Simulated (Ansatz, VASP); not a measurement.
# Ru: VASP beside Ansatz

INCAR

```
PREC = Accurate
ENCUT = 600
EDIFF = 1E-7
ISMEAR = 0
SIGMA = 0.1
LREAL = F
LASPH = T
NELM = 60
ALGO = Normal
ISIF = 3
LWAVE = F
LCHARG = F
GGA = PE
IBRION = 2
NSW = 80
EDIFFG = -0.01
```

KPOINTS

```
Automatic mesh
0
Gamma
  18 18 10
```

File POSCAR:

```
Ru
1.0
    2.7226667440      0.0000000000      0.0000000000
   -1.3613333720      2.3578985663      0.0000000000
    0.0000000000      0.0000000000      4.2908329530
Ru
2
Direct
    0.3333333333      0.6666666667      0.2500000000
    0.6666666667      0.3333333333      0.7500000000
```

Input for Ansatz:

```yaml
crystal:
  lattice:
    - [2.722666744, 0.0, 0.0]
    - [-1.361333372, 2.3578985663, 0.0]
    - [0.0, 0.0, 4.290832953]
  atoms:
    - { symbol: Ru, position: [0.3333333333, 0.6666666667, 0.25] }
    - { symbol: Ru, position: [0.6666666667, 0.3333333333, 0.75] }
basis:
  ecutwfc: 420
kpoints:
  mp_grid: { grid: [18, 18, 10] }
hamiltonian:
  xc: pbe
scf:
  occupations: { method: gaussian, width: 0.1 }
output:
  forces: true
  stress: true
  eigenvalues: true
relax:
  adjacent_minimum: "off"
  f_tol: 0.01
  max_steps: 60
  cell: { stress_tol: 0.1 }
```

Alike in both runs: task relaxation of cell and atoms; functional PBE; k mesh 18 × 18 × 10; occupations gaussian, width 0.1 eV; no spin polarisation.

```csv
,VASP,Ansatz
version,VASP 6.6.1,Ansatz 0.2.0
potentials or method,"VASP PAW PBE potentials, release 64 (Ru_pv), cutoff 600 eV","scalar-relativistic, plane waves, PAW"
valence electrons in the cell,28,32
```

```tsv
	VASP	Ansatz	Ansatz less VASP
gap on the k mesh at the Fermi level, each at its own relaxed structure (eV)	none	none	-
relaxed volume (Å³/atom)	13.76	13.77	+0.007
relaxed cell length with the largest relative difference (Å)	2.720	2.720	+0.0005
```

A gap of «none» marks a metal or a gap that the smearing closes. VASP's potentials hold 28 valence electrons a cell and Ansatz's 32, so a difference there can come from the potentials and not from the codes.
